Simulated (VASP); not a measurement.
# HfO2 (Fm-3m) in VASP: notebook, part 2 of 2

VASP 6.6.1.

**4. Single point, PBE**

INCAR

```
SYSTEM = HfO2
  PREC = Accurate
  ENCUT = 520
  EDIFF = 1E-7
  ISMEAR = 0
  SIGMA = 0.025
  LREAL = .FALSE.
  LASPH = .TRUE.
  NELM = 60
  ALGO = Normal
  ISIF = 2
  LWAVE = .FALSE.
  LCHARG = .FALSE.
  GGA = PE
  NBANDS = 18
```

KPOINTS

```
regular mesh
0
G
  9 9 9
  0 0 0
```

POSCAR

```
HfO2
1.0
    0.0000000000      2.5575000000      2.5575000000
    2.5575000000      0.0000000000      2.5575000000
    2.5575000000      2.5575000000      0.0000000000
Hf O
1 2
Direct
    0.0000000000      0.0000000000      0.0000000000
    0.7500000000      0.7500000000      0.7500000000
    0.2500000000      0.2500000000      0.2500000000
```

Potentials or basis: VASP PAW PBE potentials, release 64 (Hf_pv, O).

Run with:

```bash
cat potpaw_PBE.64/Hf_pv/POTCAR potpaw_PBE.64/O/POTCAR > POTCAR
mpirun -np 1 vasp_std > vasp.out
```

OUTCAR:

```text
SYSTEM = HfO2
   PREC = Accurate
   ENCUT = 520
   EDIFF = 1E-7
   ISMEAR = 0
   LREAL = .FALSE.
   LASPH = .TRUE.
   NELM = 60
   ISIF = 2
   GGA = PE

 ion  position               nearest neighbor table
   1  0.000  0.000  0.000-   2 2.21   2 2.21   2 2.21   2 2.21   3 2.21   3 2.21   3 2.21   3 2.21

   2  0.750  0.750  0.750-   1 2.21   1 2.21   1 2.21   1 2.21
   3  0.250  0.250  0.250-   1 2.21   1 2.21   1 2.21   1 2.21

  LATTYP: Found a face centered cubic cell.
 ALAT       =     5.1150000000

  Lattice vectors:

 A1 = (   0.0000000000,   2.5575000000,   2.5575000000)
 A2 = (   2.5575000000,   0.0000000000,   2.5575000000)
 A3 = (   2.5575000000,   2.5575000000,   0.0000000000)

Analysis of symmetry for initial positions (statically):
=====================================================================
 Subroutine PRICEL returns:
 Original cell was already a primitive cell.

 Routine SETGRP: Setting up the symmetry group for a
 face centered cubic supercell.

 Subroutine GETGRP returns: Found 48 space group operations
 (whereof 48 operations were pure point group operations)
 out of a pool of 48 trial point group operations.

The static configuration has the point symmetry O_h .

Analysis of symmetry for dynamics (positions and initial velocities):
=====================================================================
 Subroutine PRICEL returns:
 Original cell was already a primitive cell.

 Routine SETGRP: Setting up the symmetry group for a
 face centered cubic supercell.

 Subroutine GETGRP returns: Found 48 space group operations
 (whereof 48 operations were pure point group operations)
 out of a pool of 48 trial point group operations.

The dynamic configuration has the point symmetry O_h .

 Subroutine INISYM returns: Found 48 space group operations
 (whereof 48 operations are pure point group operations),
 and found     1 'primitive' translations

----------------------------------------------------------------------------------------

                                     Primitive cell

  volume of cell :      33.4562

  direct lattice vectors                    reciprocal lattice vectors
     0.000000000  2.557500000  2.557500000    -0.195503421  0.195503421  0.195503421
     2.557500000  0.000000000  2.557500000     0.195503421 -0.195503421  0.195503421
     2.557500000  2.557500000  0.000000000     0.195503421  0.195503421 -0.195503421

  length of vectors
     3.616851186  3.616851186  3.616851186     0.338621859  0.338621859  0.338621859

  position of ions in fractional coordinates (direct lattice)
     0.000000000  0.000000000  0.000000000
     0.750000000  0.750000000  0.750000000
     0.250000000  0.250000000  0.250000000

  ion indices of the primitive-cell ions
   primitive index   ion index
                 1           1
                 2           2
                 3           3

----------------------------------------------------------------------------------------

 KPOINTS: regular mesh

Automatic generation of k-mesh.
 Grid dimensions read from file:
 generate k-points for:    9    9    9

 Generating k-lattice:

  Cartesian coordinates                     Fractional coordinates (reciprocal lattice)
    -0.021722602  0.021722602  0.021722602     0.111111111  0.000000000  0.000000000
     0.021722602 -0.021722602  0.021722602     0.000000000  0.111111111  0.000000000
     0.021722602  0.021722602 -0.021722602     0.000000000  0.000000000  0.111111111

  Length of vectors
     0.037624651  0.037624651  0.037624651

  Shift w.r.t. Gamma in fractional coordinates (k-lattice)
     0.000000000  0.000000000  0.000000000

 Subroutine IBZKPT returns following result:
 ===========================================

 Found     35 irreducible k-points:

 Following reciprocal coordinates:
            Coordinates               Weight
  0.000000  0.000000  0.000000      1.000000
  0.111111  0.000000  0.000000      8.000000
  0.222222  0.000000  0.000000      8.000000
  0.333333  0.000000  0.000000      8.000000
  0.444444  0.000000  0.000000      8.000000
  0.111111  0.111111  0.000000      6.000000
[... 16 lines left out ...]
 -0.333333  0.333333  0.000000     12.000000
  0.444444  0.444444  0.000000      6.000000
 [... further k-points ...]
   k-points           NKPTS =     35   k-points in BZ     NKDIM =     35   number of bands    NBANDS=     18
   number of dos      NEDOS =    301   number of ions     NIONS =      3
   total plane-waves  NPLWV =  21952
   dimension x,y,z NGX =    28 NGY =   28 NGZ =   28
   dimension x,y,z NGXF=    56 NGYF=   56 NGZF=   56
   ions per type =               1   2
   NGX,Y,Z   is equivalent  to a cutoff of  12.87, 12.87, 12.87 a.u.
   NGXF,Y,Z  is equivalent  to a cutoff of  25.74, 25.74, 25.74 a.u.
 SYSTEM =  HfO2
   PREC   = accura    normal or accurate (medium, high low for compatibility)
   ISTART =      0    job   : 0-new  1-cont  2-samecut
   ICHARG =      2    charge: 1-file 2-atom 10-const
   ISPIN  =      1    spin polarized calculation?
   LNONCOLLINEAR =      F non collinear calculations
   LSORBIT =      F    spin-orbit coupling
   LASPH  =      T    aspherical Exc in radial PAW
   ENCUT  =  520.0 eV  38.22 Ry    6.18 a.u.   6.72  6.72  6.72*2*pi/ulx,y,z
   NELM   =     60;   NELMIN=  2; NELMDL= -5     # of ELM steps
   EDIFF  = 0.1E-06   stopping-criterion for ELM
   LREAL  =      F    real-space projection
   EDIFFG = 0.1E-05   stopping-criterion for IOM
   NSW    =      0    number of steps for IOM
   IBRION =     -1    ionic relax: 0-MD 1-quasi-New 2-CG
   NFREE  =      0    steps in history (QN), initial steepest desc. (CG)
   ISIF   =      2    stress and relaxation
   ISYM   =      2    0-nonsym 1-usesym 2-fastsym
   POTIM  = 0.5000    time-step for ionic-motion
   TEBEG  =    0.0;   TEEND  =   0.0 temperature during run
   PSTRESS=    0.0 pullay stress
   NELECT =      22.0000    total number of electrons
   NUPDOWN=      -1.0000    fix difference up-down
   EMIN   =  10.00;   EMAX   =-10.00  energy-range for DOS
   EFERMI =   0.00;   METHOD = LEGACY
   ISMEAR =     0;   SIGMA  =   0.03  broadening in eV -4-tet -1-fermi 0-gaus
   EFERMI_NEDOS =   21; number of points for ismear=-14 and -15
   IALGO  =     38    algorithm
   IMIX   =      4    mixing-type and parameters
     AMIX     =   0.40;   BMIX     =  1.00
     AMIX_MAG =   1.60;   BMIX_MAG =  1.00
  volume/ion in A,a.u.               =      11.15        75.26
  Fermi-wavevector in a.u.,A,eV,Ry     =   1.423607  2.690227 27.574337  2.026657
  Thomas-Fermi vector in A             =   2.544186
   LORBIT       =      0    0 simple, 1 ext, 2 COOP (PROOUT), +10 PAW based schemes
   GGA     = PE    functional components
   LHFCALC =     F    Hartree Fock is set to
   AEXX    =    0.0000 exact exchange contribution
   IVDW    =     0    specifies the selected vdW correction
   LEPSILON=     F    determine dielectric tensor
   LRPA    =     F    only Hartree local field effects (RPA)
 non-spin polarized calculation
 Gauss-broadening in eV      SIGMA  =   0.03
  energy-cutoff  :      520.00
  volume of cell :       33.46
 maximum number of plane-waves:       914
   NGX = 13   NGY = 13   NGZ = 13

 number of electron      21.9999993 magnetization

 Free energy of the ion-electron system (eV)
  ---------------------------------------------------
  ext. energy  EPLUGINS =         0.00000000
  ---------------------------------------------------
  free energy    TOTEN  =       -30.23356070 eV

  energy without entropy =      -30.23356070  energy(sigma->0) =      -30.23356070

 E-fermi :   4.1213     XC(G=0): -11.6973

 val. band max:        4.0049468000   @ k =  -0.4444   0.4444   0.0000
 cond. band min:       7.8403067025   @ k =   0.4444   0.4444   0.0000
 fundamental gap:      3.8353599024
 Fermi energy:         4.1213459031

 k-point     1 :       0.0000    0.0000    0.0000
  band No.  band energies     occupation
      1     -25.7560      2.00000
      2     -25.7560      2.00000
      3     -25.7560      2.00000
      4     -14.5139      2.00000
      5     -11.6117      2.00000
      6      -1.1272      2.00000
[... 10 lines left out ...]
     17      14.1456      0.00000
     18      17.3891      0.00000
[... 466 lines left out ...]
      2     -25.8618      2.00000
      3     -25.8618      2.00000
      4     -12.7948      2.00000
      5     -12.5659      2.00000
      6      -2.1106      2.00000
[... 10 lines left out ...]
     17      15.8278      0.00000
     18      17.3611      0.00000

 [... further k-points ...]

------------------------ aborting loop because EDIFF is reached ----------------------------------------

  FORCE on cell =-STRESS in cart. coord.  units (eV):
  Direction    XX          YY          ZZ          XY          YZ          ZX
  --------------------------------------------------------------------------------------
  -------------------------------------------------------------------------------------
  Total       -1.2525762     -1.2525762     -1.2525762     -0.0000000     -0.0000000      0.0000000
  in kB      -59.9843282    -59.9843282    -59.9843282     -0.0000000     -0.0000000      0.0000000
  external PRESSURE =     -59.9843282 kB  Pullay stress =       0.0000000 kB

 VOLUME and BASIS-vectors are now :
 -----------------------------------------------------------------------------
  energy-cutoff  :      520.00
  volume of cell :       33.46
      direct lattice vectors                 reciprocal lattice vectors
     0.000000000  2.557500000  2.557500000    -0.195503421  0.195503421  0.195503421
     2.557500000  0.000000000  2.557500000     0.195503421 -0.195503421  0.195503421
     2.557500000  2.557500000  0.000000000     0.195503421  0.195503421 -0.195503421

 POSITION                                       TOTAL-FORCE (eV/Angst)
 -----------------------------------------------------------------------------------
      0.00000      0.00000      0.00000         0.000000     -0.000000     -0.000000
      3.83625      3.83625      3.83625         0.000000      0.000000      0.000000
      1.27875      1.27875      1.27875        -0.000000     -0.000000     -0.000000
 -----------------------------------------------------------------------------------
    total drift:                                0.000000      0.000000      0.000000

  FREE ENERGIE OF THE ION-ELECTRON SYSTEM (eV)
  ---------------------------------------------------
  free  energy   TOTEN  =       -30.2335607034 eV

  energy  without entropy=      -30.2335607034  energy(sigma->0) =      -30.23356070
```

stdout:

```text
POSCAR found type information on POSCAR HfO
 POSCAR found :  2 types and       3 ions
 scaLAPACK will be used
 LDA part: xc-table for (Slater+PW92), standard interpolation
 POSCAR, INCAR and KPOINTS ok, starting setup
 FFT: planning ... GRIDC
 FFT: planning ... GRID_SOFT
 FFT: planning ... GRID
 WAVECAR not read
 entering main loop
```

It took 36 s on 1 thread of AMD EPYC 7R43 (Zen 3), shared host; peak memory 0.13 GiB.

What came out:

```
Free energy            : -30.2336 eV
Pressure               : -6.0 GPa
Band gap on the k mesh : 3.84 eV, indirect (least direct gap 3.95 eV)
```

Caveat: spin-orbit coupling is left out, which moves the levels of the heavy elements. A hybrid or GW would open this gap; PBE tends to underestimate it.

**5. Single point, PBE**

INCAR

```
  PREC = Accurate
  ENCUT = 520
  EDIFF = 1E-7
  ISMEAR = 0
  SIGMA = 0.026000000000000002
  LREAL = F
  LASPH = T
  NELM = 80
  ALGO = Normal
  ISIF = 2
  LWAVE = F
  LCHARG = F
  GGA = PE
  NBANDS = 18
```

KPOINTS

```
regular mesh
0
Gamma
  9 9 9
```

POSCAR is that of step 4.

Run with:

```bash
cat potpaw_PBE.64/Hf_pv/POTCAR potpaw_PBE.64/O/POTCAR > POTCAR
mpirun -np 1 vasp_std > vasp.out
```

Run time: 50 s. Hardware: 1 thread of AMD EPYC 7R43 (Zen 3), shared host; peak memory 0.12 GiB.

Results (log left out):

```
Free energy            : -30.2336 eV
Pressure               : -6.0 GPa
Band gap on the k mesh : 3.84 eV, indirect (least direct gap 3.95 eV)
```

Levels at points of the mesh, in eV from the valence-band top:
| k point | band 7 | band 8 | band 9 | band 10 | band 11 | band 12 | band 13 | band 14 | band 15 | band 16 |
| --- | --- | --- | --- | --- | --- | --- | --- | --- | --- | --- |
| (0.00, 0.00, 0.00) | -5.13 | -5.13 | -0.54 | -0.54 | -0.54 | 3.86 | 3.86 | 5.67 | 10.14 | 10.14 |

Caveat: spin-orbit coupling is left out, which moves the levels of the heavy elements. A k mesh can miss the band edges.

**6. Single point, PBE**

INCAR

```
  PREC = Accurate
  ENCUT = 520
  EDIFF = 1E-7
  ISMEAR = 0
  SIGMA = 0.027000000000000003
  LREAL = False
  LASPH = True
  NELM = 80
  ALGO = Normal
  ISIF = 2
  LWAVE = False
  LCHARG = True
  GGA = PE
  LELF = True
  LVHAR = True
  NBANDS = 18
```

KPOINTS is that of step 5.

POSCAR is that of step 5.

Potentials or basis: VASP PAW PBE potentials, release 64 (Hf_pv, O).

Run with:

```bash
cat potpaw_PBE.64/Hf_pv/POTCAR potpaw_PBE.64/O/POTCAR > POTCAR
mpirun -np 1 vasp_std > vasp.out
```

Run time: 41 s. Hardware: 1 thread of AMD EPYC 7R43 (Zen 3), shared host; peak memory 0.13 GiB.

It converged, with:

```yaml
Free_energy: -30.2336 eV
Pressure: -6.0 GPa
Band_gap_on_the_k_mesh: 3.84 eV, indirect (least direct gap 3.95 eV)
```

Levels at points of the mesh, in eV from the valence-band top:
```csv
k point,band 7,band 8,band 9,band 10,band 11,band 12,band 13,band 14,band 15,band 16
"(0.00, 0.00, 0.00)",-5.13,-5.13,-0.54,-0.54,-0.54,3.86,3.86,5.67,10.14,10.14
```

Caveat: spin-orbit coupling is left out, which moves the levels of the heavy elements.

**7. Summary**

| smearing | gap on the mesh (eV) | pressure (GPa) |
| --- | --- | --- |
| gaussian 0.023 eV | 3.84 | -6.0 |
| gaussian 0.024 eV | 3.84 | -6.0 |
| gaussian 0.025 eV | 3.84 | -6.0 |
| gaussian 0.026 eV | 3.84 | -6.0 |
| gaussian 0.027 eV | 3.84 | -6.0 |

Alike in all rows: task single point; level PBE; potentials or basis VASP PAW PBE potentials, release 64 (Hf_pv, O); no spin polarisation; cell as given; k mesh 9 × 9 × 9; cutoff (eV) 520.

On the cell as given the gap runs from 3.84 eV (PBE) to 3.84 eV (PBE).

Caveats: spin-orbit coupling is left out, which moves the levels of the heavy elements.

Absolute energies hang on the potentials; compare differences alone.
